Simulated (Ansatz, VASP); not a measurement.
**Two plane-wave programs on Ag**

The input INCAR:

```
PREC     = Accurate       # precision mode
ENCUT    = 520            # plane-wave cutoff, eV
EDIFF    = 1E-8           # SCF threshold, eV
ISMEAR   = -1             # smearing method
SIGMA    = 0.05           # smearing width, eV
LREAL    = False          # projectors in reciprocal space
LASPH    = True           # aspherical terms in the spheres
NELM     = 60             # most SCF steps
ALGO     = Normal         # electronic algorithm
ISIF     = 2              # what is computed and relaxed
LWAVE    = False          # write WAVECAR
LCHARG   = False          # write CHGCAR
LEFG     = True         
NBANDS   = 12             # bands
```

Contents of KPOINTS:

```
Automatic mesh
0
Gamma
  15 15 15
```

POSCAR

```
Ag
1.0
    0.0000000000      2.0431000000      2.0431000000
    2.0431000000      0.0000000000      2.0431000000
    2.0431000000      2.0431000000      0.0000000000
Ag
1
Direct
    0.0000000000      0.0000000000      0.0000000000
```

Input for Ansatz:

```yaml
crystal:
  lattice:
    - [0.0, 2.0431, 2.0431]
    - [2.0431, 0.0, 2.0431]
    - [2.0431, 2.0431, 0.0]
  atoms:
    - { symbol: Ag, position: [0.0, 0.0, 0.0] }
kpoints:
  mp_grid: { grid: [15, 15, 15] }
  band_path:
    path:
      - [0.0, 0.0, 0.0]
      - [0.5, 0.0, 0.5]
      - [0.625, 0.25, 0.625]
      - [0.375, 0.375, 0.75]
      - [0.0, 0.0, 0.0]
      - [0.5, 0.5, 0.5]
      - [0.5, 0.25, 0.75]
      - [0.5, 0.0, 0.5]
    npoints: 14
scf:
  occupations: { method: fermi_dirac, width: 0.05 }
hamiltonian:
  xc: lda
  pseudopotentials: { kind: paw }
output:
  forces: true
  stress: true
  eigenvalues: true
  efg: { contact_densities: true }
  populations: true
  bader: true
  dos: { projected: true, de: 0.2, e_range: [-14, 8] }
  write_density: true
  write_potential: true
  elf: true
  volumetric_format: npy
```

Alike in both runs: task electric field gradients; functional LDA; k mesh 15 × 15 × 15; occupations fermi-dirac, width 0.05 eV; no spin polarisation.

|  | VASP | Ansatz |
| --- | --- | --- |
| version | VASP 6.6.1 | Ansatz 0.2.0 |
| potentials or method | VASP PAW LDA potentials, release 64 (Ag) | PAW with Ansatz's default frozen-core files, scalar-relativistic |
| plane-wave cutoff (eV) | 520 | 420 |
| valence electrons in the cell | 11 | 19 |

|  | VASP | Ansatz | Ansatz less VASP |
| --- | --- | --- | --- |
| pressure (GPa) | -7.3 | -7.5 | -0.16 |

LDA's correlation is that of Perdew and Zunger in VASP and of Perdew and Wang (1992) in Ansatz. VASP's potentials hold 11 valence electrons a cell and Ansatz's 19, so a difference there can come from the potentials and not from the codes.
